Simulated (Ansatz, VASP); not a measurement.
# Two plane-wave programs on HfO2

The input INCAR:

```
SYSTEM = HfO2
ALGO = Normal ; EDIFF = 1E-6
ENCUT = 520 ; GGA = PE
ISIF = 2 ; ISMEAR = 0
LASPH = .True. ; LCHARG = .False.
LREAL = .False. ; LWAVE = .False.
NBANDS = 31 ; NELM = 100
PREC = Accurate ; SIGMA = 0.05
```

File KPOINTS:

```
k-points
0
Gamma
  6 6 6
  0 0 0
```

The input POSCAR:

```
HfO2
1.0
    0.0000000000     -2.5489194559     -2.5489194559
    0.0000000000      2.5489194559     -2.5489194559
    5.0978389119      0.0000000000      0.0000000000
Hf O
2 4
Direct
    0.5256971635      0.4743028365      0.5000000000
   -0.0256971635      0.0256971635      0.0000000000
    0.0001874464      0.5001874464      0.6634927549
    0.4998125536     -0.0001874464      0.3365072451
    0.0001874464      0.5001874464      0.1634927549
    0.4998125536     -0.0001874464      0.8365072451
```

Input for Ansatz:

```yaml
crystal:
  lattice:
    - [0.0, -2.5489194559, -2.5489194559]
    - [0.0, 2.5489194559, -2.5489194559]
    - [5.0978389119, 0.0, 0.0]
  atoms:
    - { symbol: Hf, position: [0.5256971635, 0.4743028365, 0.5] }
    - { symbol: Hf, position: [-0.0256971635, 0.0256971635, 0.0] }
    - { symbol: O, position: [0.0001874464, 0.5001874464, 0.6634927549] }
    - { symbol: O, position: [0.4998125536, -0.0001874464, 0.3365072451] }
    - { symbol: O, position: [0.0001874464, 0.5001874464, 0.1634927549] }
    - { symbol: O, position: [0.4998125536, -0.0001874464, 0.8365072451] }
basis:
  ecutwfc: 520.0
kpoints:
  mp_grid: { grid: [6, 6, 6] }
hamiltonian:
  xc: pbe
  pseudopotentials: { kind: paw, azcp: { folder: soft_1 } }
scf:
  occupations: { method: gaussian, width: 0.05 }
output:
  forces: true
  stress: true
  eigenvalues: true
```

Change from the starting cell: mode 1 frozen in at -0.441 Å and mode 5 at -0.131 Å (largest displacements).

Alike in both runs: task single point; functional PBE; k mesh 6 × 6 × 6; occupations gaussian, width 0.05 eV; no spin polarisation.

|  | VASP | Ansatz |
| --- | --- | --- |
| version | VASP 6.6.1 | Ansatz 0.2.0 |
| potentials or method | VASP PAW PBE potentials, release 64 (Hf_pv, O), cutoff 520 eV | scalar-relativistic, plane waves, PAW |
| valence electrons in the cell | 44 | 76 |

|  | VASP | Ansatz | Ansatz less VASP |
| --- | --- | --- | --- |
| gap on the k mesh at the Fermi level (eV) | 4.41 | 4.45 | +0.037 |
| least direct gap on the mesh (eV) | 4.58 | 4.63 | +0.045 |
| pressure (GPa) | 18.0 | 21.0 | +3.04 |
| traceless stress, the component that is largest in VASP (GPa) | -13.07 | -13.00 | +0.068 |
| rms of the force components (eV/Å) | 1.369 | 1.379 | +0.0094 |

Atom by atom the forces differ by 0.027 eV/Å (rms over components). VASP's potentials hold 44 valence electrons a cell and Ansatz's 76, so a difference there can come from the potentials and not from the codes.

Neither program's run includes spin-orbit coupling.
